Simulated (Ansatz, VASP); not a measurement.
**One calculation of Cu, two programs**

The input POSCAR:

```
Cu
1.0
   11.2530997569      0.0000000000      0.0000000000
    0.0000000000      2.1768599819      0.0000000000
   -4.4696525519      0.0000000000     21.1473762129
Cu
1
Direct
    0.5000000000      0.5000000000      0.5000000000
```

The input INCAR.step1:

```
SYSTEM = Cu
ALGO = Normal ; EDIFF = 1E-5
ENCUT = 660 ; GGA = PE
GGA_COMPAT = .False. ; ISMEAR = -1
LASPH = .True. ; LCHARG = .False.
LREAL = .False. ; LWAVE = .True.
NBANDS = 12 ; NELM = 120
PREC = Accurate ; SIGMA = 0.1
```

INCAR.step2

```
SYSTEM = Cu
ALGO = Normal ; EDIFF = 1E-6
ENCUT = 660 ; GGA_COMPAT = .False.
ISIF = 2 ; ISMEAR = -1
ISTART = 1 ; LASPH = .True.
LCHARG = .True. ; LELF = .True.
LMIXTAU = .True. ; LREAL = .False.
LVHAR = .True. ; LWAVE = .False.
METAGGA = R2SCAN ; NBANDS = 12
NELM = 120 ; PREC = Accurate
SIGMA = 0.1
```

The input KPOINTS:

```
k-points
0
Gamma
  3 13 2
  0 0 0
```

Input for Ansatz:

```yaml
crystal:
  lattice:
    - [11.253099756914024, 0.0, 0.0]
    - [0.0, 2.176859981908958, 0.0]
    - [-4.469652551903204, 0.0, 21.147376212941158]
  atoms:
    - { symbol: Cu, position: [0.5, 0.5, 0.5] }
basis:
  ecutwfc: 571.4391111657479
kpoints:
  mp_grid:
    grid: [3, 13, 2]
hamiltonian:
  xc: r2scan
  pseudopotentials:
    kind: paw
scf:
  convergence:
    dr2_threshold: 1.0e-09
  occupations:
    method: fermi_dirac
    width: 0.1
output:
  stress: true
```

Alike in both runs: task single point; functional r2SCAN; k mesh 3 × 13 × 2; occupations fermi-dirac, width 0.1 eV; no spin polarisation.

|  | VASP | Ansatz |
| --- | --- | --- |
| version | VASP 6.6.1 | Ansatz 0.2.0 |
| potentials or method | VASP PAW PBE potentials, release 64 (Cu), cutoff 660 eV | plane waves, PAW |
| valence electrons in the cell | 11 | 19 |

|  | VASP | Ansatz | Ansatz less VASP |
| --- | --- | --- | --- |
| pressure (GPa) | 0.1 | 0.1 | -0.01 |
| traceless stress, the component that is largest in VASP (GPa) | 0.28 | 0.26 | -0.021 |

VASP's potentials were made for PBE, not for r2SCAN. VASP's potentials hold 11 valence electrons a cell and Ansatz's 19, so a difference there can come from the potentials and not from the codes. Ansatz's warnings: stress scf threshold loose.
